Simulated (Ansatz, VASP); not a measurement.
One calculation of Rh, two programs

The input INCAR:

```
SYSTEM = Rh
PREC = Accurate
ENCUT = 520
EDIFF = 1E-8
ISMEAR = -1
SIGMA = 0.08
LREAL = .False.
LASPH = .True.
NELM = 100
ALGO = Normal
ISIF = 2
LWAVE = .False.
LCHARG = .False.
GGA = PE
LEFG = .True.
NBANDS = 22
```

File KPOINTS:

```
regular mesh
0
Gamma
  11 11 11
  0 0 0
```

The input POSCAR:

```
Rh
1.0
    0.0000000000      2.8020285642      2.8020285642
    2.8020285642      0.0000000000      2.8020285642
    2.8020285642      2.8020285642      0.0000000000
Rh
2
Direct
    0.0000000000      0.0000000000      0.0000000000
    0.2500000000      0.2500000000      0.2500000000
```

Input for Ansatz:

```yaml
crystal:
  lattice:
    - [0.0, 2.8020285642, 2.8020285642]
    - [2.8020285642, 0.0, 2.8020285642]
    - [2.8020285642, 2.8020285642, 0.0]
  atoms:
    - { symbol: Rh, position: [0.0, 0.0, 0.0] }
    - { symbol: Rh, position: [0.25, 0.25, 0.25] }
kpoints:
  mp_grid: { grid: [11, 11, 11] }
scf:
  occupations: { method: fermi_dirac, width: 0.08 }
hamiltonian:
  xc: pbe
  pseudopotentials: { kind: paw }
output:
  forces: true
  stress: true
  eigenvalues: true
  efg: { contact_densities: true }
```

Change from the starting cell: volume scaled by 1.05, PAW files.

Alike in both runs: task electric field gradients; functional PBE; k mesh 11 × 11 × 11; occupations fermi-dirac, width 0.08 eV; no spin polarisation.

|  | VASP | Ansatz |
| --- | --- | --- |
| version | VASP 6.6.1 | Ansatz 0.2.0 |
| potentials or method | VASP PAW PBE potentials, release 64 (Rh_pv) | PAW with Ansatz's default frozen-core files, scalar-relativistic |
| plane-wave cutoff (eV) | 520 | 420 |
| valence electrons in the cell | 30 | 34 |

Ansatz gave:

| Item | Value |
| --- | --- |
| pressure (GPa) | -5.5 |

Task: Which values does VASP return?

Result: Pressure (GPa): -5.4.

VASP's potentials hold 30 valence electrons a cell and Ansatz's 34, so a difference there can come from the potentials and not from the codes.
